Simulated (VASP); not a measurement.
A run of VASP 6.6.1:

File INCAR:

```
SYSTEM = Li2H
  ALGO = Normal
  EDIFF = 1E-6
  ENCUT = 520
  GGA = PE
  ISIF = 2
  ISMEAR = 0
  LASPH = .True.
  LCHARG = .False.
  LREAL = .False.
  LWAVE = .False.
  NBANDS = 16
  NELM = 60
  PREC = Accurate
  SIGMA = 0.2
```

File KPOINTS:

```
k-points
0
Gamma
  8 4 4
  0 0 0
```

File POSCAR:

```
Li2H
1.0
    1.4220648235     -2.4533249153      0.0005037726
   -3.5936012324     -2.0840896601      0.0143366810
   -0.0061107336     -0.0098526557     -5.9880949144
Li H
4 2
Direct
    0.0008582661      0.6119763640      0.1058910360
    0.5021158653      0.1111114351      0.3526337468
   -0.0023553084      0.6115224312      0.6473575967
    0.4992266468      0.1119981791      0.8942316641
    0.0003374805      1.1101775196      0.1093309978
    0.4998170498      0.6098807374     -0.1094450416
```

Potentials or basis: VASP PAW PBE potentials, release 64 (Li_sv, H).

Command:

```sh
$ cat potpaw_PBE.64/Li_sv/POTCAR potpaw_PBE.64/H/POTCAR > POTCAR
$ mpirun -np 1 vasp_std > vasp.out
```

Hardware: 1 thread of Oxide Virtual Turin-like Processor (shared host).

Problem. Estimate the wall time of this run.

Solution. Wall time 84 s on 1 thread of Oxide Virtual Turin-like Processor, on a shared host, peak memory 0.17 GiB. Counts: scf iterations 12, k points 68.
